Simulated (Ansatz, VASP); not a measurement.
**One calculation of BP, two programs**

```xyz
2
Lattice="0.0000 2.2227 2.2227 2.2227 0.0000 2.2227 2.2227 2.2227 0.0000" Properties=species:S:1:pos:R:3 pbc="T T T"
P     3.3340    3.3340    3.3340
B     0.0000    0.0000    0.0000
```

Alike in both runs: task single point; functional LDA; k mesh 10 × 10 × 10; occupations fermi-dirac, width 0.05 eV; no spin polarisation.

|  | VASP | Ansatz |
| --- | --- | --- |
| version | VASP 6.6.1 | Ansatz 0.2.0 |
| potentials or method | VASP PAW LDA potentials, release 64 (P, B) | JTH PAW LDA |
| plane-wave cutoff (eV) | 520 | 870 |
| valence electrons in the cell | 8 | 8 |

|  | VASP | Ansatz | Ansatz less VASP |
| --- | --- | --- | --- |
| gap on the k mesh at the Fermi level (eV) | 1.12 | 1.12 | +0.001 |
| least direct gap on the mesh (eV) | 3.48 | 3.48 | 0.000 |
| pressure (GPa) | 5.5 | 5.5 | +0.05 |

LDA's correlation is that of Perdew and Zunger in VASP and of Perdew and Wang (1992) in Ansatz.
